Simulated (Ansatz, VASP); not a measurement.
# Ge2Sb2Te5 in VASP and in Ansatz

```
CELL_PARAMETERS angstrom
6.83914 -3.06601 0.00000
6.83914 3.06601 0.00000
-6.83098 0.00000 6.84761
ATOMIC_POSITIONS crystal
Ge 0.49734 0.49734 0.01104
Ge 0.28429 0.28429 0.18783
Sb 0.11187 0.11187 0.41735
Sb 0.90171 0.90171 0.58787
Te 0.39996 0.39996 0.59712
Te 0.20652 0.20652 0.80980
Te 0.00832 0.00832 0.00643
Te 0.79529 0.79529 0.19611
Te 0.59470 0.59470 0.38643
```

Alike in both runs: task single point; functional PBE; k mesh 2 × 2 × 1; occupations gaussian, width 0.01 eV; no spin polarisation.

|  | VASP | Ansatz |
| --- | --- | --- |
| version | VASP 6.6.1 | Ansatz 0.2.0 |
| potentials or method | VASP PAW PBE potentials, release 64 (Ge_d, Sb, Te), cutoff 520 eV | scalar-relativistic, plane waves, PAW |
| valence electrons in the cell | 68 | 138 |

Ansatz gave:

| Property | Result |
| --- | --- |
| gap on the k mesh at the Fermi level (eV) | 0.05 |
| least direct gap on the mesh (eV) | 0.05 |
| pressure (GPa) | 0.4 |
| traceless stress, the component that is largest in VASP (GPa) | 6.56 |
| rms of the force components (eV/Å) | 0.214 |

**Question.** Estimate VASP's values.

**Answer.** gap on the k mesh at the Fermi level (eV): 0.04; least direct gap on the mesh (eV): 0.04; pressure (GPa): 0.4; traceless stress, the component that is largest in VASP (GPa): 6.56; rms of the force components (eV/Å): 0.214.

Atom by atom the forces differ by 0.005 eV/Å (rms over components). The functional is the same, so the differences come from potentials, cutoffs and numerics. VASP's potentials hold 68 valence electrons a cell and Ansatz's 138, so a difference there can come from the potentials and not from the codes.

The k mesh is coarse, so the values compare programs but aren't converged. Spin-orbit coupling is off throughout.
